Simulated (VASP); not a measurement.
Write the native input for VASP 6.6.1 that does the following.

| Item | Value |
| --- | --- |
| Task | single point |
| Functional | PBE |
| Dispersion | D3(BJ) |
| Potentials or basis | VASP PAW PBE potentials, release 64 (Zr_sv, O) |
| Cutoff | 600 eV |
| k mesh | 8 × 8 × 8 |
| Occupations | gaussian, width 0.02 eV |
| Spin | no spin polarisation |
| Dipole correction | no |
| Further INCAR settings | ALGO = Normal; EDIFF = 1e-06; NBANDS = 19 |

The structure of ZrO2 lies in POSCAR:

```
ZrO2
1.0
    0.0000000000      2.4651471682      2.4651471682
    2.4651471682      0.0000000000      2.4651471682
    2.4651471682      2.4651471682      0.0000000000
Zr O
1 2
Direct
    0.5000000000      0.5000000000      0.5000000000
    0.7500000000      0.7500000000      0.7500000000
    0.2500000000      0.2500000000      0.2500000000
```

This cell differs from its parent crystal: volume scaled by 0.91.

The input as run:

INCAR

```
SYSTEM = ZrO2
ALGO = Normal
EDIFF = 1E-6
ENCUT = 600
GGA = PE
GGA_COMPAT = .FALSE.
ISIF = 2
ISMEAR = 0
IVDW = 12
LASPH = .TRUE.
LCHARG = .FALSE.
LREAL = .FALSE.
LWAVE = .FALSE.
NBANDS = 19
NELM = 120
PREC = Accurate
SIGMA = 0.02
```

KPOINTS

```
k-points
0
G
  8 8 8
  0 0 0
```

Potentials or basis: VASP PAW PBE potentials, release 64 (Zr_sv, O).

Command:

```sh
$ cat potpaw_PBE.64/Zr_sv/POTCAR potpaw_PBE.64/O/POTCAR > POTCAR
$ mpirun -np 1 vasp_std > vasp.out
```

It gave:

| Property | Result |
| --- | --- |
| Pressure | 28.3 GPa |
| Band gap on the k mesh | 3.61 eV, indirect (least direct gap 4.15 eV) |
| Dispersion energy per atom | -0.295 eV |

It took 9.6 s on 1 thread of Intel(R) Xeon(R) 6975P-C (Granite Rapids), with other jobs on the host, peak memory 0.17 GiB.
